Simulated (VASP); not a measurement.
# LiH (rocksalt type) (Fm-3m) in VASP: further runs

LiH (rocksalt type) is run at these levels: PBE; tasks: electric field gradients.

Everything below comes from runs of VASP 6.6.1. Logs are shortened: lines on timing, memory, paths and dates and some standing lists are left out, and cuts for length are marked.

### 1 The cell of the first run

Symmetry: Fm-3m, No. 225, cubic system. Conventional cell: a = 3.967 Å, b = 3.967 Å, c = 3.967 Å, α = 90.00°, β = 90.00°, γ = 90.00°. Within 2.6 Å of Li (site symmetry m-3m) lie 6 H at 1.98 Å. Within 2.6 Å of H (site symmetry m-3m) lie 6 Li at 1.98 Å.

### 2 Electric field gradients, PBE (volume scaled by 0.97)

Contents of INCAR:

```
  PREC = Accurate
  ENCUT = 520
  EDIFF = 1E-8
  ISMEAR = -1
  SIGMA = 0.08
  LREAL = F
  LASPH = T
  NELM = 100
  ALGO = Normal
  ISIF = 2
  LWAVE = F
  LCHARG = F
  GGA = PE
  LEFG = T
  NBANDS = 9
```

Contents of KPOINTS:

```
regular mesh
0
Gamma
  14 14 14
```

Contents of POSCAR:

```
LiH
1.0
    0.0000000000      1.9832537454      1.9832537454
    1.9832537454      0.0000000000      1.9832537454
    1.9832537454      1.9832537454      0.0000000000
Li H
1 1
Direct
    0.0000000000      0.0000000000      0.0000000000
    0.5000000000      0.5000000000      0.5000000000
```

Potentials or basis: VASP PAW PBE potentials, release 64 (Li_sv, H).

The run is started by

```
$ cat potpaw_PBE.64/Li_sv/POTCAR potpaw_PBE.64/H/POTCAR > POTCAR
$ mpirun -np 1 vasp_std > vasp.out
```

OUTCAR:

```text
PREC = Accurate
   ENCUT = 520
   EDIFF = 1E-8
   ISMEAR = -1
   LREAL = F
   LASPH = T
   NELM = 100
   ISIF = 2
   GGA = PE

 ion  position               nearest neighbor table
   1  0.000  0.000  0.000-
   2  0.500  0.500  0.500-

  LATTYP: Found a face centered cubic cell.
 ALAT       =     3.9665074908

  Lattice vectors:

 A1 = (   0.0000000000,   1.9832537454,   1.9832537454)
 A2 = (   1.9832537454,   0.0000000000,   1.9832537454)
 A3 = (   1.9832537454,   1.9832537454,   0.0000000000)

Analysis of symmetry for initial positions (statically):
=====================================================================
 Subroutine PRICEL returns:
 Original cell was already a primitive cell.

 Routine SETGRP: Setting up the symmetry group for a
 face centered cubic supercell.

 Subroutine GETGRP returns: Found 48 space group operations
 (whereof 48 operations were pure point group operations)
 out of a pool of 48 trial point group operations.

The static configuration has the point symmetry O_h .

Analysis of symmetry for dynamics (positions and initial velocities):
=====================================================================
 Subroutine PRICEL returns:
 Original cell was already a primitive cell.

 Routine SETGRP: Setting up the symmetry group for a
 face centered cubic supercell.

 Subroutine GETGRP returns: Found 48 space group operations
 (whereof 48 operations were pure point group operations)
 out of a pool of 48 trial point group operations.

The dynamic configuration has the point symmetry O_h .

 Subroutine INISYM returns: Found 48 space group operations
 (whereof 48 operations are pure point group operations),
 and found     1 'primitive' translations

----------------------------------------------------------------------------------------

                                     Primitive cell

  volume of cell :      15.6014

  direct lattice vectors                    reciprocal lattice vectors
     0.000000000  1.983253745  1.983253745    -0.252110957  0.252110957  0.252110957
     1.983253745  0.000000000  1.983253745     0.252110957 -0.252110957  0.252110957
     1.983253745  1.983253745  0.000000000     0.252110957  0.252110957 -0.252110957

  length of vectors
     2.804744344  2.804744344  2.804744344     0.436668987  0.436668987  0.436668987

  position of ions in fractional coordinates (direct lattice)
     0.000000000  0.000000000  0.000000000
     0.500000000  0.500000000  0.500000000

  ion indices of the primitive-cell ions
   primitive index   ion index
                 1           1
                 2           2

----------------------------------------------------------------------------------------

 KPOINTS: regular mesh

Automatic generation of k-mesh.
 Grid dimensions read from file:
 generate k-points for:   14   14   14

 Generating k-lattice:

  Cartesian coordinates                     Fractional coordinates (reciprocal lattice)
    -0.018007926  0.018007926  0.018007926     0.071428571  0.000000000  0.000000000
     0.018007926 -0.018007926  0.018007926     0.000000000  0.071428571  0.000000000
     0.018007926  0.018007926 -0.018007926     0.000000000  0.000000000  0.071428571

  Length of vectors
     0.031190642  0.031190642  0.031190642

  Shift w.r.t. Gamma in fractional coordinates (k-lattice)
     0.000000000  0.000000000  0.000000000

 Subroutine IBZKPT returns following result:
 ===========================================

 Found    104 irreducible k-points:

 Following reciprocal coordinates:
            Coordinates               Weight
  0.000000  0.000000  0.000000      1.000000
  0.071429  0.000000  0.000000      8.000000
  0.142857  0.000000  0.000000      8.000000
  0.214286  0.000000  0.000000      8.000000
  0.285714  0.000000  0.000000      8.000000
  0.357143  0.000000  0.000000      8.000000
[... 16 lines left out ...]
  0.214286  0.142857  0.000000     24.000000
  0.285714  0.142857  0.000000     24.000000
 [... further k-points ...]
   k-points           NKPTS =    104   k-points in BZ     NKDIM =    104   number of bands    NBANDS=      9
   number of dos      NEDOS =    301   number of ions     NIONS =      2
   total plane-waves  NPLWV =  13824
   dimension x,y,z NGX =    24 NGY =   24 NGZ =   24
   dimension x,y,z NGXF=    48 NGYF=   48 NGZF=   48
   ions per type =               1   1
   NGX,Y,Z   is equivalent  to a cutoff of  14.23, 14.23, 14.23 a.u.
   NGXF,Y,Z  is equivalent  to a cutoff of  28.45, 28.45, 28.45 a.u.
 SYSTEM =  unknown system
   PREC   = accura    normal or accurate (medium, high low for compatibility)
   ISTART =      0    job   : 0-new  1-cont  2-samecut
   ICHARG =      2    charge: 1-file 2-atom 10-const
   ISPIN  =      1    spin polarized calculation?
   LNONCOLLINEAR =      F non collinear calculations
   LSORBIT =      F    spin-orbit coupling
   LASPH  =      T    aspherical Exc in radial PAW
   ENCUT  =  520.0 eV  38.22 Ry    6.18 a.u.   5.21  5.21  5.21*2*pi/ulx,y,z
   NELM   =    100;   NELMIN=  2; NELMDL= -5     # of ELM steps
   EDIFF  = 0.1E-07   stopping-criterion for ELM
   LREAL  =      F    real-space projection
   EDIFFG = 0.1E-06   stopping-criterion for IOM
   NSW    =      0    number of steps for IOM
   IBRION =     -1    ionic relax: 0-MD 1-quasi-New 2-CG
   NFREE  =      0    steps in history (QN), initial steepest desc. (CG)
   ISIF   =      2    stress and relaxation
   ISYM   =      2    0-nonsym 1-usesym 2-fastsym
   POTIM  = 0.5000    time-step for ionic-motion
   TEBEG  =    0.0;   TEEND  =   0.0 temperature during run
   PSTRESS=    0.0 pullay stress
   NELECT =       4.0000    total number of electrons
   NUPDOWN=      -1.0000    fix difference up-down
   EMIN   =  10.00;   EMAX   =-10.00  energy-range for DOS
   EFERMI =   0.00;   METHOD = LEGACY
   ISMEAR =    -1;   SIGMA  =   0.08  broadening in eV -4-tet -1-fermi 0-gaus
   EFERMI_NEDOS =   21; number of points for ismear=-14 and -15
   IALGO  =     38    algorithm
   IMIX   =      4    mixing-type and parameters
     AMIX     =   0.40;   BMIX     =  1.00
     AMIX_MAG =   1.60;   BMIX_MAG =  1.00
  volume/ion in A,a.u.               =       7.80        52.64
  Fermi-wavevector in a.u.,A,eV,Ry     =   1.040016  1.965345 14.716505  1.081633
  Thomas-Fermi vector in A             =   2.174572
   LORBIT       =      0    0 simple, 1 ext, 2 COOP (PROOUT), +10 PAW based schemes
   GGA     = PE    functional components
   LHFCALC =     F    Hartree Fock is set to
   AEXX    =    0.0000 exact exchange contribution
   IVDW    =     0    specifies the selected vdW correction
   LEPSILON=     F    determine dielectric tensor
   LRPA    =     F    only Hartree local field effects (RPA)
 non-spin polarized calculation
  energy-cutoff  :      520.00
  volume of cell :       15.60
 maximum number of plane-waves:       444
 NGX is ok and might be reduce to    24
   NGX = 11   NGY = 11   NGZ = 11

 number of electron       3.9999998 magnetization

 Free energy of the ion-electron system (eV)
  ---------------------------------------------------
  ext. energy  EPLUGINS =         0.00000000
  ---------------------------------------------------
  free energy    TOTEN  =        -6.12535481 eV

  energy without entropy =       -6.12535481  energy(sigma->0) =       -6.12535481

 E-fermi :   1.7679     XC(G=0):  -8.6139

 val. band max:        0.2413310086   @ k =   0.5000   0.5000   0.0000
 cond. band min:       3.1966588984   @ k =   0.5000   0.5000   0.0000
 fundamental gap:      2.9553278898
 Fermi energy:         1.7679019794

 k-point     1 :       0.0000    0.0000    0.0000
  band No.  band energies     occupation
      1     -44.0213      2.00000
      2      -5.3127      2.00000
      3      16.7460      0.00000
      4      18.4583      0.00000
      5      18.4583      0.00000
      6      18.4583      0.00000
      7      23.2325      0.00000
      8      23.2325      0.00000
      9      23.2325      0.00000

 k-point     2 :       0.0714    0.0000    0.0000
  band No.  band energies     occupation
      1     -44.0187      2.00000
      2      -5.2214      2.00000
      3      15.9334      0.00000
      4      17.8597      0.00000
      5      18.2333      0.00000
      6      18.2333      0.00000
      7      22.6602      0.00000
      8      23.7050      0.00000
      9      23.7050      0.00000
[... 253 lines left out ...]
 k-point    24 :       0.2857    0.1429    0.0000
  band No.  band energies     occupation
      1     -43.9905      2.00000
      2      -3.9746      2.00000
      3      10.5248      0.00000
      4      13.6502      0.00000
      5      14.5262      0.00000
      6      18.2742      0.00000
      7      20.6453      0.00000
      8      24.4839      0.00000
      9      26.7992      0.00000

 [... further k-points ...]
[... 5 lines left out ...]
  --------------------------------------------------------------------------------------
  -------------------------------------------------------------------------------------
  Total        0.0876703      0.0876703      0.0876703      0.0000000      0.0000000     -0.0000000
  in kB        9.0032246      9.0032246      9.0032246      0.0000000      0.0000000     -0.0000000
  external PRESSURE =       9.0032246 kB  Pullay stress =       0.0000000 kB

 VOLUME and BASIS-vectors are now :
 -----------------------------------------------------------------------------
  energy-cutoff  :      520.00
  volume of cell :       15.60
      direct lattice vectors                 reciprocal lattice vectors
     0.000000000  1.983253745  1.983253745    -0.252110957  0.252110957  0.252110957
     1.983253745  0.000000000  1.983253745     0.252110957 -0.252110957  0.252110957
     1.983253745  1.983253745  0.000000000     0.252110957  0.252110957 -0.252110957

 POSITION                                       TOTAL-FORCE (eV/Angst)
 -----------------------------------------------------------------------------------
      0.00000      0.00000      0.00000         0.000000     -0.000000     -0.000000
      1.98325      1.98325      1.98325        -0.000000      0.000000      0.000000
 -----------------------------------------------------------------------------------
    total drift:                                0.000000     -0.000000     -0.000000

  FREE ENERGIE OF THE ION-ELECTRON SYSTEM (eV)
  ---------------------------------------------------
  free  energy   TOTEN  =        -6.1253548117 eV

  energy  without entropy=       -6.1253548115  energy(sigma->0) =       -6.12535481

 Electric field gradients (V/A^2)
---------------------------------------------------------------------
 ion       V_xx      V_yy      V_zz      V_xy      V_xz      V_yz
---------------------------------------------------------------------
   1      -0.000    -0.000    -0.000     0.000     0.000     0.000
   2      -0.000    -0.000    -0.000     0.000     0.000     0.000
---------------------------------------------------------------------

 Electric field gradients after diagonalization (V/A^2)
 (convention: |V_zz| > |V_xx| > |V_yy|)
----------------------------------------------------------------------
 ion       V_xx      V_yy      V_zz     asymmetry (V_yy - V_xx)/ V_zz
----------------------------------------------------------------------
   1      -0.000    -0.000     0.001       0.000
   2      -0.000    -0.000     0.001       0.000
----------------------------------------------------------------------

           NMR quadrupolar parameters

 Cq : quadrupolar parameter    Cq=e*Q*V_zz/h
 eta: asymmetry parameters     (V_yy - V_xx)/ V_zz
 Q  : nuclear electric quadrupole moment in mb (millibarn)
----------------------------------------------------------------------
 ion       Cq(MHz)       eta       Q (mb)
----------------------------------------------------------------------
   1       0.000       0.000       1.000
   2       0.000       0.000       1.000
----------------------------------------------------------------------
```

Run time: 5.7 s. Hardware: 1 thread of Intel Xeon 6975P-C (Granite Rapids), shared host; peak memory 0.13 GiB.

Results:

| Item | Value |
| --- | --- |
| Free energy | -6.1254 eV |
| Band gap on the k mesh | 2.96 eV, direct |

Levels at points of the mesh, in eV from the valence-band top:
| k point | band 1 | band 2 | band 3 | band 4 | band 5 | band 6 | band 7 |
| --- | --- | --- | --- | --- | --- | --- | --- |
| (0.00, 0.00, 0.00) | -44.26 | -5.55 | 16.50 | 18.22 | 18.22 | 18.22 | 22.99 |
| (0.50, 0.00, 0.00) | -44.21 | -2.72 | 5.00 | 13.94 | 16.79 | 16.79 | 19.39 |
| (0.50, 0.50, 0.00) | -44.19 | 0.00 | 2.96 | 10.97 | 10.97 | 14.17 | 17.72 |

Caveat: the cutoff is under 1.25 times the usual one of these potentials, so pressure, stress and relaxed cells hold a basis-set (Pulay) error; without QUAD_EFG the Cq values of the log hold for a quadrupole moment of 1 mb, not for the nuclei. A k mesh can miss the band edges.

(Continued in part 2 of 2.)
